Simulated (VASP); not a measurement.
# Sn3PbSe4 (Pmmm) in VASP: single point with PBE

Aim: the single point of Sn3PbSe4 with PBE.

Everything below comes from runs of VASP 6.6.1. Logs are shortened: lines on timing, memory, paths and dates and some standing lists are left out, and cuts for length are marked.

### Step 1. The cell of the first run

It takes space group Pmmm (No. 47, orthorhombic). The conventional cell has a = 4.321 Å, b = 6.111 Å, c = 8.643 Å, α = 90.00°, β = 90.00°, γ = 90.00°. Within 4.0 Å of Sn (site symmetry mm2) lie 6 Se at 3.06 Å. Sn (site symmetry mmm) has 6 Se at 3.06 Å within 4.0 Å. Within 4.0 Å of Pb (site symmetry mmm) lie 6 Se at 3.06 Å. Se (site symmetry mm2) has 4 Sn at 3.06 Å and 2 Pb at 3.06 Å within 4.0 Å. Within 4.0 Å of Se (site symmetry mmm) lie 2 Pb at 3.06 Å and 4 Sn at 3.06 Å. Se (site symmetry mmm) has 6 Sn at 3.06 Å within 4.0 Å.

### Step 2. Single point, PBE

Input file INCAR:

```
SYSTEM = Sn3PbSe4
PREC = Accurate ; ENCUT = 520
EDIFF = 1E-6 ; ISMEAR = 0
SIGMA = 0.1 ; LREAL = .False.
LASPH = .True. ; NELM = 80
ALGO = Normal ; ISIF = 2
LWAVE = .False. ; LCHARG = .False.
GGA = PE ; NBANDS = 50
```

Input file KPOINTS:

```
Automatic mesh
0
Gamma
  4 4 2
  0 0 0
```

Input file POSCAR:

```
Sn3PbSe4
1.0
    4.3212560100      0.0000000000      0.0000000000
    0.0000000000      6.1111788500      0.0000000000
    0.0000000000      0.0000000000      8.6425120200
Sn Pb Se
3 1 4
Direct
    0.0000000000      0.0000000000      0.7500000000
    0.0000000000      0.0000000000      0.2500000000
    0.5000000000      0.5000000000      0.5000000000
    0.5000000000      0.5000000000      0.0000000000
    0.0000000000      0.5000000000      0.7500000000
    0.5000000000      0.0000000000      0.0000000000
    0.0000000000      0.5000000000      0.2500000000
    0.5000000000      0.0000000000      0.5000000000
```

Potentials or basis: VASP PAW PBE potentials, release 64 (Sn_d, Pb_d, Se).

On the command line:

```console
$ cat potpaw_PBE.64/Sn_d/POTCAR potpaw_PBE.64/Pb_d/POTCAR potpaw_PBE.64/Se/POTCAR > POTCAR
$ mpirun -np 1 vasp_std > vasp.out
```

OUTCAR:

```text
SYSTEM = Sn3PbSe4
   PREC = Accurate
   ENCUT = 520
   EDIFF = 1E-6
   ISMEAR = 0
   LREAL = .False.
   LASPH = .True.
   NELM = 80
   ISIF = 2
   GGA = PE

 ion  position               nearest neighbor table
   1  0.000  0.000  0.750-   5 3.06   5 3.06   8 3.06   6 3.06   6 3.06   8 3.06
   2  0.000  0.000  0.250-   7 3.06   7 3.06   8 3.06   6 3.06   6 3.06   8 3.06
   3  0.500  0.500  0.500-   8 3.06   8 3.06   5 3.06   7 3.06   5 3.06   7 3.06
   4  0.500  0.500  0.000-   6 3.06   6 3.06   7 3.06   5 3.06   5 3.06   7 3.06
   5  0.000  0.500  0.750-   1 3.06   1 3.06   4 3.06   3 3.06   3 3.06   4 3.06
   6  0.500  0.000  0.000-   4 3.06   4 3.06   1 3.06   2 3.06   1 3.06   2 3.06
   7  0.000  0.500  0.250-   2 3.06   2 3.06   4 3.06   3 3.06   3 3.06   4 3.06
   8  0.500  0.000  0.500-   3 3.06   3 3.06   1 3.06   2 3.06   1 3.06   2 3.06

  LATTYP: Found a simple orthorhombic cell.
 ALAT       =     4.3212560100
 B/A-ratio  =     1.4142135610
 C/A-ratio  =     2.0000000000

  Lattice vectors:

 A1 = (   4.3212560100,   0.0000000000,   0.0000000000)
 A2 = (   0.0000000000,   6.1111788500,   0.0000000000)
 A3 = (   0.0000000000,   0.0000000000,   8.6425120200)

Analysis of symmetry for initial positions (statically):
=====================================================================
 Subroutine PRICEL returns:
 Original cell was already a primitive cell.

 Routine SETGRP: Setting up the symmetry group for a
 simple orthorhombic supercell.

 Subroutine GETGRP returns: Found  8 space group operations
 (whereof  8 operations were pure point group operations)
 out of a pool of  8 trial point group operations.

The static configuration has the point symmetry D_2h.

Analysis of symmetry for dynamics (positions and initial velocities):
=====================================================================
 Subroutine PRICEL returns:
 Original cell was already a primitive cell.

 Routine SETGRP: Setting up the symmetry group for a
 simple orthorhombic supercell.

 Subroutine GETGRP returns: Found  8 space group operations
 (whereof  8 operations were pure point group operations)
 out of a pool of  8 trial point group operations.

The dynamic configuration has the point symmetry D_2h.

 Subroutine INISYM returns: Found  8 space group operations
 (whereof  8 operations are pure point group operations),
 and found     1 'primitive' translations

----------------------------------------------------------------------------------------

                                     Primitive cell

  volume of cell :     228.2312

  direct lattice vectors                    reciprocal lattice vectors
     4.321256010  0.000000000  0.000000000     0.231414199  0.000000000  0.000000000
     0.000000000  6.111178850  0.000000000     0.000000000  0.163634550  0.000000000
     0.000000000  0.000000000  8.642512020     0.000000000  0.000000000  0.115707100

  length of vectors
     4.321256010  6.111178850  8.642512020     0.231414199  0.163634550  0.115707100

  position of ions in fractional coordinates (direct lattice)
     0.000000000  0.000000000  0.750000000
     0.000000000  0.000000000  0.250000000
     0.500000000  0.500000000  0.500000000
     0.500000000  0.500000000  0.000000000
     0.000000000  0.500000000  0.750000000
     0.500000000  0.000000000  0.000000000
     0.000000000  0.500000000  0.250000000
     0.500000000  0.000000000  0.500000000

  ion indices of the primitive-cell ions
   primitive index   ion index
                 1           1
                 2           2
                 3           3
                 4           4
                 5           5
                 6           6
                 7           7
                 8           8

----------------------------------------------------------------------------------------

 KPOINTS: Automatic mesh

Automatic generation of k-mesh.
 Grid dimensions read from file:
 generate k-points for:    4    4    2

 Generating k-lattice:

  Cartesian coordinates                     Fractional coordinates (reciprocal lattice)
     0.057853550  0.000000000  0.000000000     0.250000000  0.000000000  0.000000000
     0.000000000  0.040908637  0.000000000     0.000000000  0.250000000  0.000000000
     0.000000000  0.000000000  0.057853550     0.000000000  0.000000000  0.500000000

  Length of vectors
     0.057853550  0.040908637  0.057853550

  Shift w.r.t. Gamma in fractional coordinates (k-lattice)
     0.000000000  0.000000000  0.000000000

 Subroutine IBZKPT returns following result:
 ===========================================

 Found     18 irreducible k-points:

 Following reciprocal coordinates:
            Coordinates               Weight
  0.000000  0.000000  0.000000      1.000000
  0.250000  0.000000  0.000000      2.000000
  0.500000  0.000000  0.000000      1.000000
  0.000000  0.250000  0.000000      2.000000
  0.250000  0.250000  0.000000      4.000000
  0.500000  0.250000  0.000000      2.000000
[... 10 lines left out ...]
  0.250000  0.500000  0.500000      2.000000
  0.500000  0.500000  0.500000      1.000000
   k-points           NKPTS =     18   k-points in BZ     NKDIM =     18   number of bands    NBANDS=     50
   number of dos      NEDOS =    301   number of ions     NIONS =      8
   total plane-waves  NPLWV =  98304
   dimension x,y,z NGX =    32 NGY =   48 NGZ =   64
   dimension x,y,z NGXF=    64 NGYF=   96 NGZF=  128
   ions per type =               3   1   4
   NGX,Y,Z   is equivalent  to a cutoff of  12.31, 13.06, 12.31 a.u.
   NGXF,Y,Z  is equivalent  to a cutoff of  24.62, 26.12, 24.62 a.u.
 SYSTEM =  Sn3PbSe4
   PREC   = accura    normal or accurate (medium, high low for compatibility)
   ISTART =      0    job   : 0-new  1-cont  2-samecut
   ICHARG =      2    charge: 1-file 2-atom 10-const
   ISPIN  =      1    spin polarized calculation?
   LNONCOLLINEAR =      F non collinear calculations
   LSORBIT =      F    spin-orbit coupling
   LASPH  =      T    aspherical Exc in radial PAW
   ENCUT  =  520.0 eV  38.22 Ry    6.18 a.u.   8.03 11.36 16.07*2*pi/ulx,y,z
   NELM   =     80;   NELMIN=  2; NELMDL= -5     # of ELM steps
   EDIFF  = 0.1E-05   stopping-criterion for ELM
   LREAL  =      F    real-space projection
   EDIFFG = 0.1E-04   stopping-criterion for IOM
   NSW    =      0    number of steps for IOM
   IBRION =     -1    ionic relax: 0-MD 1-quasi-New 2-CG
   NFREE  =      0    steps in history (QN), initial steepest desc. (CG)
   ISIF   =      2    stress and relaxation
   ISYM   =      2    0-nonsym 1-usesym 2-fastsym
   POTIM  = 0.5000    time-step for ionic-motion
   TEBEG  =    0.0;   TEEND  =   0.0 temperature during run
   PSTRESS=    0.0 pullay stress
   NELECT =      80.0000    total number of electrons
   NUPDOWN=      -1.0000    fix difference up-down
   EMIN   =  10.00;   EMAX   =-10.00  energy-range for DOS
   EFERMI =   0.00;   METHOD = LEGACY
   ISMEAR =     0;   SIGMA  =   0.10  broadening in eV -4-tet -1-fermi 0-gaus
   EFERMI_NEDOS =   21; number of points for ismear=-14 and -15
   IALGO  =     38    algorithm
   IMIX   =      4    mixing-type and parameters
     AMIX     =   0.40;   BMIX     =  1.00
     AMIX_MAG =   1.60;   BMIX_MAG =  1.00
  volume/ion in A,a.u.               =      28.53       192.52
  Fermi-wavevector in a.u.,A,eV,Ry     =   1.154285  2.181283 18.128056  1.332375
  Thomas-Fermi vector in A             =   2.290923
   LORBIT       =      0    0 simple, 1 ext, 2 COOP (PROOUT), +10 PAW based schemes
   GGA     = PE    functional components
   LHFCALC =     F    Hartree Fock is set to
   AEXX    =    0.0000 exact exchange contribution
   IVDW    =     0    specifies the selected vdW correction
   LEPSILON=     F    determine dielectric tensor
   LRPA    =     F    only Hartree local field effects (RPA)
 non-spin polarized calculation
 Gauss-broadening in eV      SIGMA  =   0.10
  energy-cutoff  :      520.00
  volume of cell :      228.23
 maximum number of plane-waves:      6220
   NGX = 17   NGY = 23   NGZ = 33

 number of electron      80.0000031 magnetization

 Free energy of the ion-electron system (eV)
  ---------------------------------------------------
  ext. energy  EPLUGINS =         0.00000000
  ---------------------------------------------------
  free energy    TOTEN  =       -32.78485226 eV

  energy without entropy =      -32.77708217  energy(sigma->0) =      -32.78096722

 E-fermi :   5.2510     XC(G=0):  -9.4442

 val. band max:        5.1990632808   @ k =   0.0000   0.5000   0.0000
 cond. band min:       5.2683864820   @ k =   0.0000   0.5000   0.0000
 fundamental gap:      0.0693232012
 Fermi energy:         5.2510089025

 k-point     1 :       0.0000    0.0000    0.0000
  band No.  band energies     occupation
      1     -16.5076      2.00000
      2     -16.4999      2.00000
      3     -16.4971      2.00000
      4     -16.4941      2.00000
      5     -16.4918      2.00000
      6     -16.4917      2.00000
[... 42 lines left out ...]
     49       9.3843      0.00000
     50       9.4496      0.00000

 k-point     2 :       0.2500    0.0000    0.0000
  band No.  band energies     occupation
      1     -16.5051      2.00000
      2     -16.5007      2.00000
      3     -16.4997      2.00000
      4     -16.4943      2.00000
      5     -16.4933      2.00000
      6     -16.4922      2.00000
[... 42 lines left out ...]
     49       9.0745      0.00000
     50       9.4636      0.00000

 k-point     3 :       0.5000    0.0000    0.0000
  band No.  band energies     occupation
      1     -16.5095      2.00000
      2     -16.5026      2.00000
      3     -16.4999      2.00000
      4     -16.4955      2.00000
      5     -16.4953      2.00000
      6     -16.4941      2.00000
[... 784 lines left out ...]
     49       9.2887      0.00000
     50       9.3250      0.00000

 k-point    18 :       0.5000    0.5000    0.5000
  band No.  band energies     occupation
      1     -16.5012      2.00000
      2     -16.5000      2.00000
      3     -16.4975      2.00000
      4     -16.4946      2.00000
      5     -16.4942      2.00000
      6     -16.4928      2.00000
[... 42 lines left out ...]
     49       8.9041      0.00000
     50       8.9379      0.00000

------------------------ aborting loop because EDIFF is reached ----------------------------------------

  FORCE on cell =-STRESS in cart. coord.  units (eV):
  Direction    XX          YY          ZZ          XY          YZ          ZX
  --------------------------------------------------------------------------------------
  -------------------------------------------------------------------------------------
  Total       -0.8156627     -0.9378352     -0.8484532      0.0000000      0.0000000      0.0000000
  in kB       -5.7259324     -6.5835803     -5.9561205      0.0000000      0.0000000      0.0000000
  external PRESSURE =      -6.0885444 kB  Pullay stress =       0.0000000 kB

 VOLUME and BASIS-vectors are now :
 -----------------------------------------------------------------------------
  energy-cutoff  :      520.00
  volume of cell :      228.23
      direct lattice vectors                 reciprocal lattice vectors
     4.321256010  0.000000000  0.000000000     0.231414199  0.000000000  0.000000000
     0.000000000  6.111178850  0.000000000     0.000000000  0.163634550  0.000000000
     0.000000000  0.000000000  8.642512020     0.000000000  0.000000000  0.115707100

 POSITION                                       TOTAL-FORCE (eV/Angst)
 -----------------------------------------------------------------------------------
      0.00000      0.00000      6.48188         0.000000      0.000000     -0.009517
      0.00000      0.00000      2.16063         0.000000      0.000000      0.009517
      2.16063      3.05559      4.32126         0.000000      0.000000     -0.000000
      2.16063      3.05559      0.00000         0.000000      0.000000     -0.000000
      0.00000      3.05559      6.48188         0.000000      0.000000     -0.285259
      2.16063      0.00000      0.00000         0.000000      0.000000     -0.000000
      0.00000      3.05559      2.16063         0.000000      0.000000      0.285259
      2.16063      0.00000      4.32126         0.000000      0.000000     -0.000000
 -----------------------------------------------------------------------------------
    total drift:                                0.000000     -0.000000     -0.000000

  FREE ENERGIE OF THE ION-ELECTRON SYSTEM (eV)
  ---------------------------------------------------
  free  energy   TOTEN  =       -32.7848522600 eV

  energy  without entropy=      -32.7770821749  energy(sigma->0) =      -32.78096722
```

It took 4.8 min on 1 thread of AMD EPYC 7R43 (Zen 3), shared host; peak memory 0.35 GiB.

What came out:

```yaml
Free_energy: -32.7849 eV
Pressure: -0.6 GPa
Largest_force: 0.285 eV/Å
Band_gap_on_the_k_mesh: 0.07 eV
```

Forces on the atoms (eV/Å):
```
Sn   0.000  0.000 -0.010
Sn   0.000  0.000  0.010
Sn   0.000  0.000  0.000
Pb   0.000  0.000  0.000
Se   0.000  0.000 -0.285
Se   0.000  0.000  0.000
Se   0.000  0.000  0.285
Se   0.000  0.000  0.000
```

Levels at points of the mesh, in eV from the valence-band top:
| k point | band 36 | band 37 | band 38 | band 39 | band 40 | band 41 | band 42 | band 43 | band 44 | band 45 |
| --- | --- | --- | --- | --- | --- | --- | --- | --- | --- | --- |
| (0.00, 0.00, 0.00) | -2.13 | -2.02 | -1.94 | -0.85 | -0.68 | 1.03 | 1.14 | 1.65 | 1.81 | 3.19 |
| (0.50, 0.00, 0.00) | -3.49 | -2.02 | -1.94 | -0.84 | -0.68 | 1.03 | 1.14 | 1.65 | 1.81 | 3.19 |
| (0.00, 0.50, 0.00) | -1.82 | -1.76 | -1.68 | -0.03 | 0.00 | 0.07 | 0.37 | 1.20 | 1.25 | 1.30 |
| (0.50, 0.50, 0.00) | -1.81 | -1.00 | -0.88 | -0.03 | 0.00 | 0.09 | 0.37 | 1.20 | 1.25 | 1.26 |
| (0.00, 0.00, 0.50) | -2.44 | -1.87 | -1.83 | -1.17 | -1.06 | 1.98 | 2.13 | 2.39 | 2.50 | 3.05 |
| (0.50, 0.00, 0.50) | -3.64 | -2.33 | -2.18 | -2.17 | -2.15 | 2.82 | 2.89 | 2.89 | 3.02 | 3.75 |
| (0.00, 0.50, 0.50) | -2.38 | -1.33 | -0.97 | -0.97 | -0.97 | 1.15 | 1.15 | 1.17 | 1.32 | 2.57 |
| (0.50, 0.50, 0.50) | -3.06 | -1.09 | -0.87 | -0.87 | -0.85 | 0.95 | 0.96 | 0.97 | 1.20 | 2.94 |

Caveat: spin-orbit coupling is left out, which moves the levels of the heavy elements.
